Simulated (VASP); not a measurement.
# Ag3BrCl2 (P6/mmm) in VASP: a series of runs

Ag3BrCl2 is run at these levels: PBE; tasks: single point, relaxation of cell and atoms.

Program: VASP 6.6.1. These are calculated values, not measurements. Logs are shortened: lines on timing, memory, paths and dates and some standing lists are left out, and cuts for length are marked.

## 1. The cell of the first run

It takes space group P6/mmm (No. 191, hexagonal). Conventional cell: a = 6.509 Å, b = 6.509 Å, c = 3.922 Å, α = 90.00°, β = 90.00°, γ = 120.00°. Ag (site symmetry mmm) has 4 Cl at 2.72 Å and 4 Ag at 3.25 Å within 3.6 Å. Br (site symmetry 6/mmm) has 6 Cl at 3.76 Å and 12 Ag at 3.80 Å and 2 Br at 3.92 Å within 4.9 Å. Cl (site symmetry -6m2) has 6 Ag at 2.72 Å within 3.6 Å.

The cell was built from a structure type or drawn by symmetry, and may not be a known phase.

## 2. Single point, PBE

INCAR reads:

```
PREC = Accurate ; ENCUT = 520
EDIFF = 1E-6 ; ISMEAR = 0
SIGMA = 0.1 ; LREAL = False
LASPH = True ; NELM = 100
ALGO = Normal ; ISIF = 2
LWAVE = False ; LCHARG = False
GGA = PE ; NBANDS = 36
```

KPOINTS reads:

```
Automatic mesh
0
Gamma
  6 6 10
```

POSCAR reads:

```
Ag3BrCl2
1.0
    6.5089557221      0.0000000000      0.0000000000
   -3.2544778610      5.6369210074      0.0000000000
    0.0000000000      0.0000000000      3.9215156321
Ag Br Cl
3 1 2
Direct
    0.5000000000      0.0000000000      0.5000000000
    0.5000000000      0.5000000000      0.5000000000
    0.0000000000      0.5000000000      0.5000000000
    0.0000000000      0.0000000000      0.0000000000
    0.3333333333      0.6666666667      0.0000000000
    0.6666666667      0.3333333333      0.0000000000
```

Potentials or basis: VASP PAW PBE potentials, release 64 (Ag, Br, Cl).

Launch:

```
$ cat potpaw_PBE.64/Ag/POTCAR potpaw_PBE.64/Br/POTCAR potpaw_PBE.64/Cl/POTCAR > POTCAR
$ mpirun -np 1 vasp_std > vasp.out
```

OUTCAR:

```text
PREC = Accurate
   ENCUT = 520
   EDIFF = 1E-6
   ISMEAR = 0
   LREAL = False
   LASPH = True
   NELM = 100
   ISIF = 2
   GGA = PE

 ion  position               nearest neighbor table
   1  0.500  0.000  0.500-   5 2.72   6 2.72   5 2.72   6 2.72   2 3.25   2 3.25   3 3.25   3 3.25

   2  0.500  0.500  0.500-   5 2.72   6 2.72   5 2.72   6 2.72   1 3.25   1 3.25   3 3.25   3 3.25

   3  0.000  0.500  0.500-   5 2.72   6 2.72   5 2.72   6 2.72   1 3.25   1 3.25   2 3.25   2 3.25

   4  0.000  0.000  0.000-
   5  0.333  0.667  0.000-   1 2.72   1 2.72   3 2.72   3 2.72   2 2.72   2 2.72
   6  0.667  0.333  0.000-   1 2.72   1 2.72   3 2.72   3 2.72   2 2.72   2 2.72

  LATTYP: Found a hexagonal cell.
 ALAT       =     6.5089557221
 C/A-ratio  =     0.6024799983

  Lattice vectors:

 A1 = (   6.5089557221,   0.0000000000,   0.0000000000)
 A2 = (  -3.2544778610,   5.6369210074,   0.0000000000)
 A3 = (   0.0000000000,   0.0000000000,   3.9215156321)

Analysis of symmetry for initial positions (statically):
=====================================================================
 Subroutine PRICEL returns:
 Original cell was already a primitive cell.

 Routine SETGRP: Setting up the symmetry group for a
 hexagonal supercell.

 Subroutine GETGRP returns: Found 24 space group operations
 (whereof 24 operations were pure point group operations)
 out of a pool of 24 trial point group operations.

The static configuration has the point symmetry D_6h.

Analysis of symmetry for dynamics (positions and initial velocities):
=====================================================================
 Subroutine PRICEL returns:
 Original cell was already a primitive cell.

 Routine SETGRP: Setting up the symmetry group for a
 hexagonal supercell.

 Subroutine GETGRP returns: Found 24 space group operations
 (whereof 24 operations were pure point group operations)
 out of a pool of 24 trial point group operations.

The dynamic configuration has the point symmetry D_6h.

 Subroutine INISYM returns: Found 24 space group operations
 (whereof 24 operations are pure point group operations),
 and found     1 'primitive' translations

----------------------------------------------------------------------------------------

                                     Primitive cell

  volume of cell :     143.8822

  direct lattice vectors                    reciprocal lattice vectors
     6.508955722  0.000000000  0.000000000     0.153634476  0.088700906  0.000000000
    -3.254477861  5.636921007  0.000000000     0.000000000  0.177401812  0.000000000
     0.000000000  0.000000000  3.921515632     0.000000000  0.000000000  0.255003446

  length of vectors
     6.508955722  6.508955722  3.921515632     0.177401812  0.177401812  0.255003446

  position of ions in fractional coordinates (direct lattice)
     0.500000000  0.000000000  0.500000000
     0.500000000  0.500000000  0.500000000
     0.000000000  0.500000000  0.500000000
     0.000000000  0.000000000  0.000000000
     0.333333333  0.666666667  0.000000000
     0.666666667  0.333333333  0.000000000

  ion indices of the primitive-cell ions
   primitive index   ion index
                 1           1
                 2           2
                 3           3
                 4           4
                 5           5
                 6           6

----------------------------------------------------------------------------------------

 KPOINTS: Automatic mesh

Automatic generation of k-mesh.
 Grid dimensions read from file:
 generate k-points for:    6    6   10

 Generating k-lattice:

  Cartesian coordinates                     Fractional coordinates (reciprocal lattice)
     0.025605746  0.014783484  0.000000000     0.166666667 -0.000000000  0.000000000
     0.000000000  0.029566969  0.000000000     0.000000000  0.166666667  0.000000000
     0.000000000  0.000000000  0.025500345     0.000000000  0.000000000  0.100000000

  Length of vectors
     0.029566969  0.029566969  0.025500345

  Shift w.r.t. Gamma in fractional coordinates (k-lattice)
     0.000000000  0.000000000  0.000000000

 Subroutine IBZKPT returns following result:
 ===========================================

 Found     42 irreducible k-points:

 Following reciprocal coordinates:
            Coordinates               Weight
  0.000000  0.000000  0.000000      1.000000
  0.166667 -0.000000  0.000000      6.000000
  0.333333 -0.000000  0.000000      6.000000
  0.500000 -0.000000  0.000000      3.000000
  0.166667  0.166667  0.000000      6.000000
  0.333333  0.166667  0.000000     12.000000
[... 16 lines left out ...]
  0.166667 -0.000000  0.300000     12.000000
  0.333333 -0.000000  0.300000     12.000000
 [... further k-points ...]
   k-points           NKPTS =     42   k-points in BZ     NKDIM =     42   number of bands    NBANDS=     36
   number of dos      NEDOS =    301   number of ions     NIONS =      6
   total plane-waves  NPLWV =  69120
   dimension x,y,z NGX =    48 NGY =   48 NGZ =   30
   dimension x,y,z NGXF=    96 NGYF=   96 NGZF=   60
   ions per type =               3   1   2
   NGX,Y,Z   is equivalent  to a cutoff of  12.26, 12.26, 12.72 a.u.
   NGXF,Y,Z  is equivalent  to a cutoff of  24.52, 24.52, 25.44 a.u.
 SYSTEM =  unknown system
   PREC   = accura    normal or accurate (medium, high low for compatibility)
   ISTART =      0    job   : 0-new  1-cont  2-samecut
   ICHARG =      2    charge: 1-file 2-atom 10-const
   ISPIN  =      1    spin polarized calculation?
   LNONCOLLINEAR =      F non collinear calculations
   LSORBIT =      F    spin-orbit coupling
   LASPH  =      T    aspherical Exc in radial PAW
   ENCUT  =  520.0 eV  38.22 Ry    6.18 a.u.  12.10 12.10  7.29*2*pi/ulx,y,z
   NELM   =    100;   NELMIN=  2; NELMDL= -5     # of ELM steps
   EDIFF  = 0.1E-05   stopping-criterion for ELM
   LREAL  =      F    real-space projection
   EDIFFG = 0.1E-04   stopping-criterion for IOM
   NSW    =      0    number of steps for IOM
   IBRION =     -1    ionic relax: 0-MD 1-quasi-New 2-CG
   NFREE  =      0    steps in history (QN), initial steepest desc. (CG)
   ISIF   =      2    stress and relaxation
   ISYM   =      2    0-nonsym 1-usesym 2-fastsym
   POTIM  = 0.5000    time-step for ionic-motion
   TEBEG  =    0.0;   TEEND  =   0.0 temperature during run
   PSTRESS=    0.0 pullay stress
   NELECT =      54.0000    total number of electrons
   NUPDOWN=      -1.0000    fix difference up-down
   EMIN   =  10.00;   EMAX   =-10.00  energy-range for DOS
   EFERMI =   0.00;   METHOD = LEGACY
   ISMEAR =     0;   SIGMA  =   0.10  broadening in eV -4-tet -1-fermi 0-gaus
   EFERMI_NEDOS =   21; number of points for ismear=-14 and -15
   IALGO  =     38    algorithm
   IMIX   =      4    mixing-type and parameters
     AMIX     =   0.40;   BMIX     =  1.00
     AMIX_MAG =   1.60;   BMIX_MAG =  1.00
  volume/ion in A,a.u.               =      23.98       161.83
  Fermi-wavevector in a.u.,A,eV,Ry     =   1.180874  2.231529 18.972837  1.394464
  Thomas-Fermi vector in A             =   2.317158
   LORBIT       =      0    0 simple, 1 ext, 2 COOP (PROOUT), +10 PAW based schemes
   GGA     = PE    functional components
   LHFCALC =     F    Hartree Fock is set to
   AEXX    =    0.0000 exact exchange contribution
   IVDW    =     0    specifies the selected vdW correction
   LEPSILON=     F    determine dielectric tensor
   LRPA    =     F    only Hartree local field effects (RPA)
 non-spin polarized calculation
 Gauss-broadening in eV      SIGMA  =   0.10
  energy-cutoff  :      520.00
  volume of cell :      143.88
 maximum number of plane-waves:      3896
   NGX = 25   NGY = 25   NGZ = 15

 number of electron      54.0000013 magnetization

 Free energy of the ion-electron system (eV)
  ---------------------------------------------------
  ext. energy  EPLUGINS =         0.00000000
  ---------------------------------------------------
  free energy    TOTEN  =       -14.49889762 eV

  energy without entropy =      -14.49792221  energy(sigma->0) =      -14.49840992

 E-fermi :   3.3053     XC(G=0):  -9.5311

 val. band max:        3.1825120097   @ k =   0.3333   0.3333   0.0000
 cond. band min:       3.4727320347   @ k =   0.0000   0.0000   0.1000
 fundamental gap:      0.2902200250
 Fermi energy:         3.3052917715

 k-point     1 :       0.0000    0.0000    0.0000
  band No.  band energies     occupation
      1     -12.7396      2.00000
      2     -12.3618      2.00000
      3      -9.6679      2.00000
      4      -2.6617      2.00000
      5      -2.3480      2.00000
      6      -2.3480      2.00000
[... 28 lines left out ...]
     35      11.2146      0.00000
     36      11.3577      0.00000

 k-point     2 :       0.1667   -0.0000    0.0000
  band No.  band energies     occupation
      1     -12.7174      2.00000
      2     -12.3848      2.00000
      3      -9.6723      2.00000
      4      -2.6047      2.00000
      5      -2.3519      2.00000
      6      -2.2777      2.00000
[... 28 lines left out ...]
     35      11.3221      0.00000
     36      11.5665      0.00000

 k-point     3 :       0.3333   -0.0000    0.0000
  band No.  band energies     occupation
      1     -12.6599      2.00000
      2     -12.4437      2.00000
      3      -9.6814      2.00000
      4      -2.4475      2.00000
      5      -2.3604      2.00000
      6      -2.0492      2.00000
[... 28 lines left out ...]
     35      11.1162      0.00000
     36      11.6839      0.00000
[... 742 lines left out ...]
 k-point    23 :       0.1667   -0.0000    0.3000
  band No.  band energies     occupation
      1     -12.5534      2.00000
      2     -12.3730      2.00000
      3      -9.5718      2.00000
      4      -3.0070      2.00000
      5      -2.3608      2.00000
      6      -1.7548      2.00000
[... 28 lines left out ...]
     35      11.2208      0.00000
     36      11.3808      0.00000

 k-point    24 :       0.3333   -0.0000    0.3000
  band No.  band energies     occupation
      1     -12.5203      2.00000
      2     -12.4035      2.00000
      3      -9.5817      2.00000
      4      -2.9079      2.00000
      5      -2.5232      2.00000
      6      -1.8199      2.00000
[... 28 lines left out ...]
     35      10.9096      0.00000
     36      11.1132      0.00000

 [... further k-points ...]

------------------------ aborting loop because EDIFF is reached ----------------------------------------

  FORCE on cell =-STRESS in cart. coord.  units (eV):
  Direction    XX          YY          ZZ          XY          YZ          ZX
  --------------------------------------------------------------------------------------
  -------------------------------------------------------------------------------------
  Total       -0.1018393     -0.1018393     -0.1346589     -0.0000000     -0.0000000      0.0000000
  in kB       -1.1340145     -1.1340145     -1.4994724     -0.0000000     -0.0000000      0.0000000
  external PRESSURE =      -1.2558338 kB  Pullay stress =       0.0000000 kB

 VOLUME and BASIS-vectors are now :
 -----------------------------------------------------------------------------
  energy-cutoff  :      520.00
  volume of cell :      143.88
      direct lattice vectors                 reciprocal lattice vectors
     6.508955722  0.000000000  0.000000000     0.153634476  0.088700906  0.000000000
    -3.254477861  5.636921007  0.000000000     0.000000000  0.177401812  0.000000000
     0.000000000  0.000000000  3.921515632     0.000000000  0.000000000  0.255003446

 POSITION                                       TOTAL-FORCE (eV/Angst)
 -----------------------------------------------------------------------------------
      3.25448      0.00000      1.96076        -0.000000      0.000000      0.000000
      1.62724      2.81846      1.96076        -0.000000      0.000000      0.000000
     -1.62724      2.81846      1.96076        -0.000000      0.000000      0.000000
      0.00000      0.00000      0.00000        -0.000000      0.000000      0.000000
     -0.00000      3.75795      0.00000        -0.000000      0.000000      0.000000
      3.25448      1.87897      0.00000         0.000000     -0.000000      0.000000
 -----------------------------------------------------------------------------------
    total drift:                               -0.000000      0.000000     -0.000000

  FREE ENERGIE OF THE ION-ELECTRON SYSTEM (eV)
  ---------------------------------------------------
  free  energy   TOTEN  =       -14.4988976209 eV

  energy  without entropy=      -14.4979222138  energy(sigma->0) =      -14.49840992
```

Run time: 2.7 min. Hardware: 1 thread of Intel Xeon Platinum 8124M at 3.00GHz (Skylake/Cascade Lake), shared host; peak memory 0.36 GiB.

What came out:

| Item | Value |
| --- | --- |
| Free energy | -14.4989 eV |
| Pressure | -0.1 GPa |
| Band gap on the k mesh | zero (bands 27 and 28 overlap by 0.05 eV) |

## 3. Relaxation of cell and atoms, PBE

This run uses another cell than the first one, of 24.08 Å³/atom.

INCAR reads:

```
  PREC = Accurate
  ENCUT = 600
  EDIFF = 1E-6
  ISMEAR = 0
  SIGMA = 0.1
  LREAL = False
  LASPH = True
  NELM = 100
  ALGO = Normal
  ISIF = 3
  LWAVE = False
  LCHARG = False
  GGA = PE
  IBRION = 2
  NSW = 100
  EDIFFG = -0.01
```

KPOINTS is that of step 2.

POSCAR reads:

```
Ag3BrCl2
1.0
    6.5135305000      0.0000000000      0.0000000000
   -3.2567652500      5.6408828800      0.0000000000
    0.0000000000      0.0000000000      3.9316707700
Ag Br Cl
3 1 2
Direct
    0.5000000000      0.0000000000      0.5000000000
    0.5000000000      0.5000000000      0.5000000000
    0.0000000000      0.5000000000      0.5000000000
    0.0000000000      0.0000000000      0.0000000000
    0.3333333300      0.6666666700      0.0000000000
    0.6666666700      0.3333333300      0.0000000000
```

Potentials or basis: VASP PAW PBE potentials, release 64 (Ag, Br, Cl).

Launch:

```
$ cat potpaw_PBE.64/Ag/POTCAR potpaw_PBE.64/Br/POTCAR potpaw_PBE.64/Cl/POTCAR > POTCAR
$ mpirun -np 1 vasp_std > vasp.out
```

It took 5.9 min on 1 thread of Intel Xeon Platinum 8124M at 3.00GHz (Skylake/Cascade Lake), shared host; peak memory 0.46 GiB.

It converged, with:

```
Free energy                           : -14.4988 eV
Relaxed volume                        : 23.93 Å³/atom
Relaxed cell                          : a = 6.503 Å, b = 6.503 Å, c = 3.920 Å, α = 90.00°, β = 90.00°, γ = 120.00°
Space group after relaxing (to 0.1 Å) : P6/mmm (No. 191)
Energy gained by relaxing             : 0.2 meV/atom
Ionic steps                           : 2
Pressure after relaxing               : 0.0 GPa
Band gap on the k mesh                : zero (bands 27 and 28 overlap by 0.05 eV)
```

The path:
```tsv
step	energy change (eV)	largest force (eV/Å)	pressure (GPa)	volume (Å³)
1	0.0000	0.0000	-0.28	144.46
2	-0.0010	0.0000	-0.02	143.57
```

Final structure:
```
CELL_PARAMETERS angstrom
6.50323 0.00000 0.00000
-3.25162 5.63197 0.00000
0.00000 0.00000 3.91995
ATOMIC_POSITIONS crystal
Ag 0.50000 0.00000 0.50000
Ag 0.50000 0.50000 0.50000
Ag 0.00000 0.50000 0.50000
Br 0.00000 0.00000 0.00000
Cl 0.33333 0.66667 0.00000
Cl 0.66667 0.33333 0.00000
```

Levels at points of the mesh, in eV from the Fermi level:
```
           k point  band 23  band 24  band 25  band 26  band 27  band 28  band 29  band 30  band 31  band 32
(0.00, 0.00, 0.00)    -2.01    -1.14    -1.14    -0.39    -0.34    -0.17     3.43     4.85     4.85     5.57
(0.50, 0.00, 0.00)    -2.01    -1.21    -1.16    -0.83    -0.12     1.49     1.61     3.88     4.78     6.58
(0.00, 0.00, 0.50)    -1.22    -1.22    -1.17    -0.52    -0.52     2.78     2.78     3.50     3.50     4.04
(0.50, 0.00, 0.50)    -1.91    -1.78    -1.13    -0.86    -0.68     1.78     2.47     3.09     6.12     6.41
```

(Part 1 of 2 ends here.)
